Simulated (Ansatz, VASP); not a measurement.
# C: VASP beside Ansatz

```
CELL_PARAMETERS angstrom
2.46653 0.00000 0.00000
-1.23327 2.13608 0.00000
0.00000 0.00000 8.51285
ATOMIC_POSITIONS crystal
C 0.00000 0.00000 0.00250
C 0.00000 0.00000 0.50250
C 0.33333 0.66667 0.00250
C 0.66667 0.33333 0.50250
```

Alike in both runs: task relaxation of cell and atoms; functional PBE; k mesh 18 × 18 × 6; occupations gaussian, width 0.1 eV; no spin polarisation.

```csv
,VASP,Ansatz
version,VASP 6.6.1,Ansatz 0.2.0
potentials or method,"VASP PAW PBE potentials, release 64 (C), cutoff 600 eV","scalar-relativistic, plane waves, PAW"
valence electrons in the cell,16,16
```

```tsv
	VASP	Ansatz	Ansatz less VASP
gap on the k mesh at the Fermi level, each at its own relaxed structure (eV)	none	none	-
relaxed volume (Å³/atom)	10.42	11.21	+0.798
relaxed length of the cell vector where the two differ most in proportion (Å)	7.906	8.513	+0.6073
```

A gap of «none» marks a metal or a gap that the smearing closes. One of these differences is far larger than is usual between the two programs; its cause wasn't traced. Ansatz's warnings: structure snapped to symmetry.
